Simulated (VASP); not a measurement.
Sb: single point with r2SCAN

Sb:

```
CELL_PARAMETERS angstrom
3.08100 0.00000 0.00000
0.00000 3.08100 0.00000
0.00000 0.00000 3.31800
ATOMIC_POSITIONS crystal
Sb 0.00000 0.00000 0.00000
```

This cell differs from its parent crystal: strain -0.025 along x and y, +0.050 along z.

```yaml
Program: VASP 6.6.1
Task: single point
Functional: r2SCAN
Potentials_or_basis: VASP PAW PBE potentials, release 64 (Sb)
Cutoff: 520 eV
k_mesh: 16 × 16 × 16
Occupations: gaussian, width 0.15 eV
Spin: no spin polarisation
```

| Property | Result |
| --- | --- |
| Pressure | -3.0 GPa |
| Band gap on the k mesh | zero (an odd number of electrons rules out a gap without spin polarisation) |

Stress tensor (GPa, compression positive):
```
-0.84  0.00  0.00
 0.00 -0.84  0.00
 0.00  0.00 -7.29
```

Levels at points of the mesh, in eV from the Fermi level:
```csv
k point,band 1,band 2,band 3,band 4,band 5,band 6,band 7
"(0.00, 0.00, 0.00)",-12.62,1.95,3.96,3.96,6.35,7.64,9.22
"(0.50, 0.00, 0.00)",-9.92,-5.61,4.14,6.20,8.96,10.47,10.61
"(0.50, 0.50, 0.00)",-6.98,-3.46,-3.46,2.77,6.37,12.69,12.76
"(0.00, 0.00, 0.50)",-10.82,-5.37,5.45,5.45,9.17,11.90,12.12
"(0.50, 0.00, 0.50)",-7.99,-4.11,-3.12,2.63,7.72,13.26,13.82
"(0.50, 0.50, 0.50)",-4.77,-2.08,-2.08,-0.97,4.87,5.47,5.47
```

It took 86 s on 1 thread of Intel(R) Xeon(R) 6975P-C (Granite Rapids), on a shared host, peak memory 0.23 GiB.

Caveat: the cell differs from its parent crystal (strain -0.025 along x and y, +0.050 along z); the stress differs along the axes, from -7 to -1 GPa; the PAW data sets were made with another functional, which shifts forces and pressure a little; spin-orbit coupling is left out, which moves the levels of the heavy elements; an odd number of electrons without spin polarisation forces a metal; a magnetic or distorted state may lie lower.
